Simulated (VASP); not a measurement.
Crystal: HfB2.

```
Hf B
1.0
     3.14000    0.00000    0.00000
    -1.57000    2.71932    0.00000
     0.00000    0.00000    3.48000
Hf B
1 2
Direct
  0.00000 0.00000 0.00000
  0.66667 0.33333 0.50000
  0.33333 0.66667 0.50000
```

* Program: VASP 6.6.1
* Task: relaxation of cell and atoms
* Functional: PBE
* Potentials or basis: VASP PAW PBE potentials, release 64 (Hf_pv, B)
* Cutoff: 600 eV
* k mesh: 10 × 10 × 8
* Occupations: fermi-dirac, width 0.05 eV
* Spin: no spin polarisation
* Hubbard terms: Hf d U = 6.0 eV

At the start: pressure 19.0 GPa; volume 9.90 Å³/atom.

Question: How do energy, volume and symmetry change on relaxing?

Answer: Over 9 steps the energy falls by 45.6 meV/atom and the volume is 10.67 Å³/atom (+7.7 %); space group P6/mmm (No. 191, to 0.1 Å) before and after.

The path:
| step | energy change (eV) | largest force (eV/Å) | pressure (GPa) | volume (Å³) |
| --- | --- | --- | --- | --- |
| 1 | 0.0000 | 0.0000 | 19.00 | 29.71 |
| 2 | 0.0430 | 0.0000 | -17.41 | 35.05 |
| 3 | -0.1315 | 0.0000 | -0.66 | 32.06 |
| 4 | -0.1316 | 0.0000 | -0.32 | 32.01 |
| 5 | -0.1368 | 0.0000 | 0.10 | 31.99 |
| 6 | -0.1368 | 0.0000 | 0.15 | 31.99 |
| 7 | -0.1368 | 0.0000 | 0.16 | 31.99 |
| 8 | -0.1368 | 0.0000 | -0.15 | 32.03 |
| 9 | -0.1368 | 0.0000 | 0.01 | 32.01 |

Final structure:
```
CELL_PARAMETERS angstrom
3.19300 0.00000 0.00000
-1.59650 2.76522 0.00000
0.00000 0.00000 3.62570
ATOMIC_POSITIONS crystal
Hf 0.00000 0.00000 0.00000
B 0.66667 0.33333 0.50000
B 0.33333 0.66667 0.50000
```

Caveat: U without spin polarisation on a metal has little footing; the U is typed as a test and isn't derived for this compound.
